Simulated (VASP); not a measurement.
Wanted: the native input for a VASP 6.6.1 run.

* Task: single point
* Functional: PBE
* Potentials or basis: VASP PAW PBE potentials, release 64 (Cd_sv_GW, S)
* Cutoff: 630 eV
* k mesh: 6 × 6 × 4
* Occupations: gaussian, width 0.02 eV
* Spin: no spin polarisation
* Dipole correction: no
* Further INCAR settings: ALGO = Normal; EDIFF = 1e-06; NBANDS = 34

The structure of CdS lies in POSCAR:

```
CdS
1.0
    4.2792733006      0.0000000000      0.0000000000
   -2.1396366503      3.7059593881      0.0000000000
    0.0000000000      0.0000000000      6.9618252670
Cd S
2 2
Direct
    0.3333333333      0.6666666667     -0.0008015542
    0.6666666667      0.3333333333      0.4991984458
    0.3333333333      0.6666666667      0.3758015542
    0.6666666667      0.3333333333      0.8758015542
```

One way to write it, as run:

INCAR

```
SYSTEM = CdS
PREC = Accurate
ENCUT = 630
EDIFF = 1E-6
ISMEAR = 0
SIGMA = 0.02
LREAL = .FALSE.
LASPH = .TRUE.
NELM = 120
ALGO = Normal
ISIF = 2
LWAVE = .FALSE.
LCHARG = .FALSE.
GGA = PE
NBANDS = 34
GGA_COMPAT = .FALSE.
```

KPOINTS

```
Automatic mesh
0
G
  6 6 4
  0 0 0
```

Potentials or basis: VASP PAW PBE potentials, release 64 (Cd_sv_GW, S).

Launch:

```sh
$ cat potpaw_PBE.64/Cd_sv_GW/POTCAR potpaw_PBE.64/S/POTCAR > POTCAR
$ mpirun -np 1 vasp_std > vasp.out
```

Results of the run:

The pressure is -2.8 GPa. The band gap on the k mesh is 0.97 eV.

Wall time 66 s on 1 thread of Intel(R) Xeon(R) Platinum 8488C (Sapphire Rapids), with other jobs on the host, peak memory 0.31 GiB.
